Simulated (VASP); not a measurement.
# Zn12B (a cell with a defect) in VASP: further runs

Runs on Zn12B (a cell with a defect). Level: PBE. Tasks: single point.

All numbers are computed with VASP 6.6.1; they aren't measurements. Logs are shortened: lines on timing, memory, paths and dates and some standing lists are left out, and cuts for length are marked.

**1. The cell of the first run**

The cell holds a defect, 13 atoms: a = 5.320 Å, b = 7.980 Å, c = 4.937 Å, α = 90.00°, β = 90.00°, γ = 120.00°.

**2. Single point, PBE**

Input file INCAR:

```
SYSTEM = Zn12B
ALGO     = Normal         ! electronic algorithm
EDIFF    = 1E-7           ! SCF threshold, eV
ENCUT    = 520            ! plane-wave cutoff, eV
GGA      = PE             ! functional
ISIF     = 2              ! what is computed and relaxed
ISMEAR   = -1             ! smearing method
LASPH    = .True.         ! aspherical terms in the spheres
LCHARG   = .False.        ! write CHGCAR
LREAL    = .False.        ! projectors in reciprocal space
LWAVE    = .False.        ! write WAVECAR
NBANDS   = 86             ! bands
NELM     = 60             ! most SCF steps
PREC     = Accurate       ! precision mode
SIGMA    = 0.15           ! smearing width, eV
```

Input file KPOINTS:

```
k-points
0
Gamma
  2 2 2
  0 0 0
```

Input file POSCAR:

```
Zn12B
1.0
    5.3200000000      0.0000000000      0.0000000000
   -3.9900000000      6.9108830000      0.0000000000
    0.0000000000      0.0000000000      4.9369600000
Zn B
12 1
Direct
   -0.0997966367     -0.0541512821     -0.1274370727
    0.1336673631      0.2469967582      0.5404590973
   -0.1131858490      0.2605190408      0.0523582375
    0.2199985754      0.6366846364      0.5546834394
    0.1492244352      0.6667215725      0.0601035914
    0.1214551532      0.9267725574      0.3707175886
    0.4451873283     -0.0059311201     -0.1909836167
    0.6749486307      0.2929001832      0.4983232752
    0.3877127025      0.2575262129      0.0472207952
    0.7109422311      0.6063631559      0.6712990742
    0.6209545775      0.6293121764      0.1801957764
    0.6427439875      0.9491850675      0.3413866885
    0.2814009013      0.4722478410      0.8721456257
```

Potentials or basis: VASP PAW PBE potentials, release 64 (Zn, B).

Command:

```sh
> cat potpaw_PBE.64/Zn/POTCAR potpaw_PBE.64/B/POTCAR > POTCAR
> mpirun -np 1 vasp_std > vasp.out
```

OUTCAR:

```text
SYSTEM = Zn12B
   EDIFF = 1E-7
   ENCUT = 520
   GGA = PE
   ISIF = 2
   ISMEAR = -1
   LASPH = .True.
   LREAL = .False.
   NELM = 60
   PREC = Accurate

 ion  position               nearest neighbor table
   1  0.900  0.946  0.873-  10 2.57   2 2.65   7 2.65  11 2.67   9 2.68  12 2.70   3 2.70   7 2.75
                             6 2.76   6 2.78  12 2.96
   2  0.134  0.247  0.540-  13 2.26   1 2.65   8 2.65   6 2.66  12 2.69   8 2.72   9 2.77   3 2.77
                             9 2.82   3 2.87   4 2.91  10 3.04
   3  0.887  0.261  0.052-  13 2.12   8 2.54   7 2.55  12 2.58   9 2.64   9 2.68   1 2.70   2 2.77
                             5 2.82   2 2.87   8 3.02
   4  0.220  0.637  0.555-  13 2.17   5 2.50   5 2.55  12 2.60  10 2.66   6 2.77   7 2.78  10 2.80
                             8 2.84  11 2.85   2 2.91
   5  0.149  0.667  0.060-  13 2.20   4 2.50   4 2.55   7 2.59   6 2.64  11 2.74  11 2.74   3 2.82
                            12 2.83  10 2.87
   6  0.121  0.927  0.371-   5 2.64  12 2.64   7 2.65   2 2.66  12 2.69  11 2.70   1 2.76   4 2.77
                             1 2.78   9 2.79  10 2.82   8 3.00
   7  0.445  0.994  0.809-   3 2.55   9 2.56   8 2.57   5 2.59  12 2.63   6 2.65   1 2.65   1 2.75
                             4 2.78  12 2.92
   8  0.675  0.293  0.498-   3 2.54  10 2.56   7 2.57   9 2.64   2 2.65   2 2.72  12 2.77   4 2.84
                             6 3.00   3 3.02
   9  0.388  0.258  0.047-  13 2.23   7 2.56   8 2.64   3 2.64  11 2.66   3 2.68   1 2.68   2 2.77
                             6 2.79   2 2.82
  10  0.711  0.606  0.671-  13 2.21  11 2.50   8 2.56   1 2.57  11 2.58   4 2.66   4 2.80   6 2.82
                             5 2.87   2 3.04
  11  0.621  0.629  0.180-  13 2.21  10 2.50  10 2.58  12 2.62   9 2.66   1 2.67   6 2.70   5 2.74
                             5 2.74   4 2.85
  12  0.643  0.949  0.341-   3 2.58   4 2.60  11 2.62   7 2.63   6 2.64   2 2.69   6 2.69   1 2.70
                             8 2.77   5 2.83   7 2.92   1 2.96
  13  0.281  0.472  0.872-   3 2.12   4 2.17   5 2.20  11 2.21  10 2.21   9 2.23   2 2.26

  LATTYP: Found a simple monoclinic cell.
 ALAT       =     5.3200000000
 B/A-ratio  =     0.9280000000
 C/A-ratio  =     1.3228757068
 COS(beta)  =    -0.1889822292

  Lattice vectors:

 A1 = (   5.3200000000,   0.0000000000,   0.0000000000)
 A2 = (   0.0000000000,   0.0000000000,   4.9369600000)
 A3 = (  -1.3300000000,  -6.9108830000,   0.0000000000)

Analysis of symmetry for initial positions (statically):
=====================================================================
 Subroutine PRICEL returns:
 Original cell was already a primitive cell.

 Routine SETGRP: Setting up the symmetry group for a
[... 141 lines left out ...]
   EFERMI_NEDOS =   21; number of points for ismear=-14 and -15
   IALGO  =     38    algorithm
   IMIX   =      4    mixing-type and parameters
     AMIX     =   0.40;   BMIX     =  1.00
     AMIX_MAG =   1.60;   BMIX_MAG =  1.00
  volume/ion in A,a.u.               =      13.96        94.22
  Fermi-wavevector in a.u.,A,eV,Ry     =   1.525969  2.883663 31.682269  2.328581
  Thomas-Fermi vector in A             =   2.634067
   LORBIT       =      0    0 simple, 1 ext, 2 COOP (PROOUT), +10 PAW based schemes
   GGA     = PE    functional components
   LHFCALC =     F    Hartree Fock is set to
   AEXX    =    0.0000 exact exchange contribution
   IVDW    =     0    specifies the selected vdW correction
   LEPSILON=     F    determine dielectric tensor
   LRPA    =     F    only Hartree local field effects (RPA)
 non-spin polarized calculation
  energy-cutoff  :      520.00
  volume of cell :      181.51
 maximum number of plane-waves:      4912
 NGX is ok and might be reduce to    40
   NGX = 19   NGY = 29   NGZ = 19

 number of electron     146.9999992 magnetization

 Free energy of the ion-electron system (eV)
  ---------------------------------------------------
  ext. energy  EPLUGINS =         0.00000000
  ---------------------------------------------------
  free energy    TOTEN  =       -18.88600989 eV

  energy without entropy =      -18.71609664  energy(sigma->0) =      -18.80105327

 E-fermi :   3.3628     XC(G=0): -11.7824

 val. band max:        3.2920075555   @ k =   0.0000   0.0000   0.0000
 cond. band min:       3.6194961817   @ k =   0.0000   0.0000   0.5000
 fundamental gap:      0.3274886261
 Fermi energy:         3.3627903226

 k-point     1 :       0.0000    0.0000    0.0000
  band No.  band energies     occupation
      1      -7.7654      2.00000
      2      -5.6688      2.00000
      3      -5.3669      2.00000
      4      -5.1025      2.00000
      5      -5.0595      2.00000
      6      -4.9716      2.00000
[... 693 lines left out ...]
     84       8.8245      0.00000
     85       8.9159      0.00000
 [bands above 85 left out]

------------------------ aborting loop because EDIFF is reached ----------------------------------------

  FORCE on cell =-STRESS in cart. coord.  units (eV):
  Direction    XX          YY          ZZ          XY          YZ          ZX
  --------------------------------------------------------------------------------------
  -------------------------------------------------------------------------------------
  Total        2.8024270      6.7475558     11.1495549      1.9686189     -0.0910575      0.3925273
  in kB       24.7366058     59.5596700     98.4154608     17.3767058     -0.8037512      3.4647802
  external PRESSURE =      60.9039122 kB  Pullay stress =       0.0000000 kB

 VOLUME and BASIS-vectors are now :
 -----------------------------------------------------------------------------
  energy-cutoff  :      520.00
  volume of cell :      181.51
      direct lattice vectors                 reciprocal lattice vectors
     5.320000000  0.000000000  0.000000000     0.187969925  0.108524482  0.000000000
    -3.990000000  6.910883000  0.000000000     0.000000000  0.144699310  0.000000000
     0.000000000  0.000000000  4.936960000     0.000000000  0.000000000  0.202553798

 POSITION                                       TOTAL-FORCE (eV/Angst)
 -----------------------------------------------------------------------------------
      1.01515      6.53665      4.30781         0.003052     -0.045596     -0.021919
     -0.27441      1.70697      2.66822         0.028042      0.021878      0.014641
      3.67838      1.80042      0.25849        -0.031495      0.054421      0.007378
     -1.36998      4.40005      2.73845         0.024036      0.022378      0.020365
     -1.86635      4.60763      0.29673        -0.066834     -0.034993     -0.032556
     -3.05168      6.40482      1.83022         0.012398      0.027082     -0.010106
     -1.59794      6.86989      3.99408         0.004251     -0.036129     -0.021833
      2.42205      2.02420      2.46020        -0.028497     -0.008544     -0.049425
      1.03510      1.77973      0.23313         0.021770     -0.010731      0.032636
      1.36282      4.19050      3.31418         0.015157     -0.021551      0.002970
      0.79252      4.34910      0.88962         0.000030     -0.026414     -0.020529
     -0.36785      6.55971      1.68541        -0.052695      0.040669      0.041060
     -0.38722      3.26365      4.30575         0.070786      0.017530      0.037319
 -----------------------------------------------------------------------------------
    total drift:                               -0.000789      0.000198      0.000000

  FREE ENERGIE OF THE ION-ELECTRON SYSTEM (eV)
  ---------------------------------------------------
  free  energy   TOTEN  =       -18.8860098944 eV

  energy  without entropy=      -18.7160966383  energy(sigma->0) =      -18.80105327
```

stdout:

```text
POSCAR found type information on POSCAR ZnB
 POSCAR found :  2 types and      13 ions
 scaLAPACK will be used
 LDA part: xc-table for (Slater+PW92), standard interpolation
 POSCAR, INCAR and KPOINTS ok, starting setup
 FFT: planning ... GRIDC
 FFT: planning ... GRID_SOFT
 FFT: planning ... GRID
 WAVECAR not read
 entering main loop
```

It took 3.2 min on 1 thread of Intel Xeon Platinum 8259CL at 2.50GHz (Skylake/Cascade Lake), shared host; peak memory 0.33 GiB.

Results:

* Free energy: -18.8860 eV
* Pressure: 6.1 GPa
* Largest force: 0.082 eV/Å

Forces on the atoms (eV/Å):
```
Zn   0.003 -0.046 -0.022
Zn   0.028  0.022  0.015
Zn  -0.031  0.054  0.007
Zn   0.024  0.022  0.020
Zn  -0.067 -0.035 -0.033
Zn   0.012  0.027 -0.010
Zn   0.004 -0.036 -0.022
Zn  -0.028 -0.009 -0.049
Zn   0.022 -0.011  0.033
Zn   0.015 -0.022  0.003
Zn   0.000 -0.026 -0.021
Zn  -0.053  0.041  0.041
B    0.071  0.018  0.037
```

Caveat: the k points lie up to 0.68 Å⁻¹ apart.

**3. Single point, PBE**

Input file INCAR:

```
PREC = Accurate
ENCUT = 520
EDIFF = 1E-6
ISMEAR = -1
SIGMA = 0.15
LREAL = False
LASPH = True
NELM = 60
ALGO = Normal
ISIF = 2
LWAVE = False
LCHARG = True
GGA = PE
LELF = True
LVHAR = True
NBANDS = 86
```

Input file KPOINTS:

```
regular mesh
0
Gamma
  2 2 2
```

Input file POSCAR:

```
Zn12B
1.0
    5.3200000000      0.0000000000      0.0000000000
   -3.9900000000      6.9108830000      0.0000000000
    0.0000000000      0.0000000000      4.9369600000
Zn B
12 1
Direct
   -0.2050910531     -0.1015499756     -0.2177655885
    0.1151574147      0.2302600116      0.5099899533
   -0.0767341922      0.2426752124      0.0406525473
    0.2978767979      0.6881465075      0.6473416840
    0.1315510663      0.6428700934      0.1269404654
    0.1032858097      0.9249324580      0.3911313845
    0.3802267081      0.0189990194     -0.2153146876
    0.7541245031      0.3361509665      0.5162083549
    0.4186578455      0.2430224908      0.0886172868
    0.7039151261      0.6063479877      0.6595151672
    0.6214937810      0.6204127606      0.1786524501
    0.6468128473      0.9634948240      0.2783291742
    0.2968421989      0.4548622803      0.8358382486
```

Potentials or basis: VASP PAW PBE potentials, release 64 (Zn, B).

Command:

```sh
> cat potpaw_PBE.64/Zn/POTCAR potpaw_PBE.64/B/POTCAR > POTCAR
> mpirun -np 1 vasp_std > vasp.out
```

Wall time 3.2 min (1 thread of Intel Xeon Platinum 8259CL at 2.50GHz (Skylake/Cascade Lake), shared host); peak memory 0.33 GiB.

It converged, with:

* Free energy: -17.0189 eV
* Pressure: 11.2 GPa
* Largest force: 3.149 eV/Å

Forces on the atoms (eV/Å):
```
Zn  -0.377  2.650  1.658
Zn   0.674  0.423  0.755
Zn  -0.148  0.874 -0.900
Zn  -1.225 -0.068 -1.354
Zn   0.039 -0.143  0.166
Zn   0.283 -0.788 -1.660
Zn   1.249 -0.615  0.205
Zn  -0.127 -0.194 -0.264
Zn  -0.471  1.082  0.496
Zn   1.385 -1.360 -0.218
Zn  -0.185  0.019 -0.476
Zn  -0.760 -1.332  0.487
B   -0.336 -0.551  1.106
```

Stress tensor (GPa, compression positive):
```
 6.49 -0.19  0.03
-0.19 12.80  1.25
 0.03  1.25 14.26
```

Levels at points of the mesh, in eV from the Fermi level:
```csv
k point,band 69,band 70,band 71,band 72,band 73,band 74,band 75,band 76,band 77,band 78
"(0.00, 0.00, 0.00)",-2.67,-2.04,-1.53,-0.55,-0.16,0.19,0.83,1.04,1.35,1.70
"(0.50, 0.00, 0.00)",-1.96,-1.90,-1.68,-1.06,-0.86,-0.66,-0.59,0.60,1.51,2.29
"(0.00, 0.50, 0.00)",-2.84,-2.69,-2.43,-2.17,-0.73,0.66,0.89,1.23,2.18,2.39
"(0.50, 0.50, 0.00)",-2.27,-1.94,-1.37,-0.68,-0.05,0.38,0.87,1.31,1.53,1.66
"(0.00, 0.00, 0.50)",-2.88,-2.56,-2.11,-1.50,-1.00,-0.51,0.34,1.40,2.03,2.40
"(0.50, 0.00, 0.50)",-2.15,-1.73,-1.15,-0.72,-0.03,1.18,1.48,1.80,2.34,2.83
"(0.00, 0.50, 0.50)",-2.33,-2.16,-1.73,-1.52,-1.16,-0.93,-0.64,-0.24,1.21,1.66
"(0.50, 0.50, 0.50)",-3.37,-3.29,-3.03,-2.55,1.31,2.08,2.19,3.43,3.82,3.94
```

Caveat: the k points lie up to 0.68 Å⁻¹ apart.

**4. Single point, PBE**

Input file INCAR:

```
SYSTEM = Zn12B
PREC = Accurate
ENCUT = 520
EDIFF = 1E-6
ISMEAR = -1
SIGMA = 0.15
LREAL = .False.
LASPH = .True.
NELM = 60
ALGO = Normal
ISIF = 2
LWAVE = .False.
LCHARG = .False.
GGA = PE
NBANDS = 86
```

Input file KPOINTS:

```
Automatic mesh
0
Gamma
  2 2 2
  0 0 0
```

Input file POSCAR:

```
Zn12B
1.0
    5.3200000000      0.0000000000      0.0000000000
   -3.9900000000      6.9108830000      0.0000000000
    0.0000000000      0.0000000000      4.9369600000
Zn B
12 1
Direct
   -0.1624691310     -0.0277533276     -0.1628329984
    0.2571327200      0.2709639275      0.6303069095
   -0.1228257822      0.2376107366     -0.0006076614
    0.2590607883      0.7020810510      0.6130898367
    0.0986518644      0.5696811826      0.1551156987
    0.0621788748      0.9286946400      0.2513895191
    0.3709060728      0.0277243878     -0.2161249028
    0.8090243452      0.2833357185      0.4977759593
    0.4394505842      0.2958087990      0.1301205600
    0.7478782946      0.5748903577      0.6810668914
    0.6402074504      0.6448380041      0.1569994491
    0.4932577003      0.9003335753      0.2667228416
    0.2897182164      0.5006017321      0.8437175914
```

Potentials or basis: VASP PAW PBE potentials, release 64 (Zn, B).

Command:

```sh
> cat potpaw_PBE.64/Zn/POTCAR potpaw_PBE.64/B/POTCAR > POTCAR
> mpirun -np 1 vasp_std > vasp.out
```

OUTCAR:

```text
SYSTEM = Zn12B
   PREC = Accurate
   ENCUT = 520
   EDIFF = 1E-6
   ISMEAR = -1
   LREAL = .False.
   LASPH = .True.
   NELM = 60
   ISIF = 2
   GGA = PE

 ion  position               nearest neighbor table
   1  0.838  0.972  0.837-   3 2.17   6 2.48   2 2.53   7 2.66  12 2.67   7 2.74  11 2.77   4 2.95

   2  0.257  0.271  0.630-  13 2.04   7 2.43   8 2.52   1 2.53  10 2.54   9 2.62   9 2.62   3 2.63
                             8 2.96   6 3.03
[... 936 lines left out ...]
 -----------------------------------------------------------------------------
  energy-cutoff  :      520.00
  volume of cell :      181.51
      direct lattice vectors                 reciprocal lattice vectors
     5.320000000  0.000000000  0.000000000     0.187969925  0.108524482  0.000000000
    -3.990000000  6.910883000  0.000000000     0.000000000  0.144699310  0.000000000
     0.000000000  0.000000000  4.936960000     0.000000000  0.000000000  0.202553798

 POSITION                                       TOTAL-FORCE (eV/Angst)
 -----------------------------------------------------------------------------------
      0.57640      6.71908      4.13306         0.575745     -2.602930     -1.690645
      0.28680      1.87260      3.11180         0.335895     -0.701199     -1.357506
      3.71850      1.64210      4.93396        -0.636105      1.260760      1.278265
     -1.42310      4.85200      3.02680         0.205098     -0.157916      0.908247
     -1.74820      3.93700      0.76580        -0.922075      0.377049      0.366176
     -3.37470      6.41810      1.24110        -0.068116      1.037074      1.290011
      1.86260      0.19160      3.86996         0.311233     -0.433790     -0.298136
      3.17350      1.95810      2.45750        -0.446007     -0.313690     -0.288423
      1.15760      2.04430      0.64240        -0.098968     -0.600421      0.383097
      1.68490      3.97300      3.36240        -0.788448      0.450835     -0.425359
      0.83300      4.45640      0.77510        -0.535834     -0.129928      0.218273
     -0.96820      6.22210      1.31680         1.295450      2.049870     -0.754797
     -0.45610      3.45960      4.16540         0.772133     -0.235714      0.370797
 -----------------------------------------------------------------------------------
    total drift:                               -0.000412     -0.000355     -0.000741

  FREE ENERGIE OF THE ION-ELECTRON SYSTEM (eV)
  ---------------------------------------------------
  free  energy   TOTEN  =       -16.4194428727 eV

  energy  without entropy=      -16.2388711899  energy(sigma->0) =      -16.32915703
```

OSZICAR:

```text
N       E                     dE             d eps       ncg     rms          rms(c)
DAV:   1     0.129966989174E+04    0.12997E+04   -0.67332E+04  1376   0.272E+03
DAV:   2     0.138921317618E+03   -0.11607E+04   -0.11302E+04  1376   0.604E+02
DAV:   3    -0.126143266419E+02   -0.15154E+03   -0.14746E+03  1394   0.194E+02
DAV:   4    -0.195675398163E+02   -0.69532E+01   -0.68587E+01  1512   0.448E+01
DAV:   5    -0.196375625786E+02   -0.70023E-01   -0.69826E-01  1464   0.345E+00    0.146E+01
DAV:   6    -0.163754276833E+02    0.32621E+01   -0.13361E+01  1756   0.359E+01    0.964E+00
DAV:   7    -0.164720510079E+02   -0.96623E-01   -0.30995E+00  1624   0.171E+01    0.545E+00
DAV:   8    -0.164448295508E+02    0.27221E-01   -0.73068E-01  1644   0.181E+01    0.165E+00
DAV:   9    -0.164215573463E+02    0.23272E-01   -0.18190E-01  1584   0.960E+00    0.411E-01
DAV:  10    -0.164189430775E+02    0.26143E-02   -0.61872E-02  1636   0.176E+00    0.172E-01
DAV:  11    -0.164196583820E+02   -0.71530E-03   -0.10330E-02  1454   0.742E-01    0.158E-01
DAV:  12    -0.164194916639E+02    0.16672E-03   -0.65046E-04  1580   0.558E-01    0.844E-02
DAV:  13    -0.164194579013E+02    0.33763E-04   -0.56875E-04  1622   0.201E-01    0.296E-02
DAV:  14    -0.164194471962E+02    0.10705E-04   -0.16500E-04  1644   0.362E-01    0.225E-02
DAV:  15    -0.164194458064E+02    0.13897E-05   -0.89697E-05  1474   0.149E-01    0.116E-02
DAV:  16    -0.164194433275E+02    0.24789E-05   -0.17588E-05  1688   0.719E-02    0.109E-02
DAV:  17    -0.164194430414E+02    0.28610E-06   -0.13532E-05  1542   0.432E-02    0.302E-03
DAV:  18    -0.164194428727E+02    0.16871E-06   -0.61073E-07   742   0.155E-02
   1 F= -.16419443E+02 E0= -.16329157E+02  d E =-.180572E+00
```

It took 3.1 min on 1 thread of Intel Xeon Platinum 8259CL at 2.50GHz (Skylake/Cascade Lake), shared host; peak memory 0.33 GiB.

What came out:

| Quantity | Value |
| --- | --- |
| Free energy | -16.4194 eV |
| Pressure | 13.0 GPa |
| Largest force | 3.157 eV/Å |

Forces in eV/Å, atoms in the order of the input:
```
Zn   0.576 -2.603 -1.691
Zn   0.336 -0.701 -1.358
Zn  -0.636  1.261  1.278
Zn   0.205 -0.158  0.908
Zn  -0.922  0.377  0.366
Zn  -0.068  1.037  1.290
Zn   0.311 -0.434 -0.298
Zn  -0.446 -0.314 -0.288
Zn  -0.099 -0.600  0.383
Zn  -0.788  0.451 -0.425
Zn  -0.536 -0.130  0.218
Zn   1.295  2.050 -0.755
B    0.772 -0.236  0.371
```

Caveat: the k points lie up to 0.68 Å⁻¹ apart.

(Continued in part 2 of 2.)
